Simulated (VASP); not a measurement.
TiO2: single point with PBE

Crystal: TiO2.

```
CELL_PARAMETERS angstrom
4.56586 0.00000 0.00000
0.00000 4.56586 0.00000
0.00000 0.00000 2.91437
ATOMIC_POSITIONS crystal
Ti 0.00000 0.00000 0.00000
Ti 0.50000 0.50000 0.50000
O 0.30510 0.30510 0.00000
O 0.19490 0.80510 0.50000
O 0.69490 0.69490 0.00000
O 0.80510 0.19490 0.50000
```

* Program: VASP 6.6.1
* Task: single point
* Functional: PBE
* Potentials or basis: VASP PAW PBE potentials, release 64 (Ti_sv, O)
* Cutoff: 520 eV
* k mesh: 6 × 6 × 10
* Occupations: gaussian, width 0.05 eV
* Spin: no spin polarisation
* Dipole correction: no
* Further INCAR settings: ALGO = Normal; EDIFF = 1e-06; NBANDS = 33

```
Pressure               : 13.5 GPa
Largest force          : 0.306 eV/Å
Band gap on the k mesh : 1.96 eV
```

Forces on the atoms (eV/Å):
```
Ti   0.000  0.000  0.000
Ti   0.000  0.000  0.000
O   -0.216 -0.216  0.000
O    0.216 -0.216  0.000
O    0.216  0.216  0.000
O   -0.216  0.216  0.000
```

Stress tensor (GPa, compression positive):
```
12.19  0.00  0.00
 0.00 12.19  0.00
 0.00  0.00 16.14
```

Levels at points of the mesh, in eV from the valence-band top:
| k point | band 22 | band 23 | band 24 | band 25 | band 26 | band 27 |
| --- | --- | --- | --- | --- | --- | --- |
| (0.00, 0.00, 0.00) | -0.43 | -0.43 | 0.00 | 1.96 | 2.28 | 2.56 |
| (0.50, 0.00, 0.00) | -1.59 | -0.76 | -0.76 | 2.67 | 2.67 | 3.17 |
| (0.50, 0.50, 0.00) | -1.25 | -1.04 | -1.04 | 2.00 | 2.00 | 2.66 |
| (0.00, 0.00, 0.50) | -2.41 | -1.43 | -1.43 | 3.09 | 3.09 | 3.39 |
| (0.50, 0.00, 0.50) | -2.09 | -1.05 | -1.05 | 1.99 | 1.99 | 3.41 |
| (0.50, 0.50, 0.50) | -1.30 | -0.67 | -0.67 | 2.70 | 2.70 | 3.36 |

Run time: 95 s on 1 thread of Intel(R) Xeon(R) Platinum 8375C CPU @ 2.90GHz (Ice Lake), on a shared host, peak memory 0.23 GiB.

Caveat: the cell stands under pressure. A k mesh can miss the band edges.
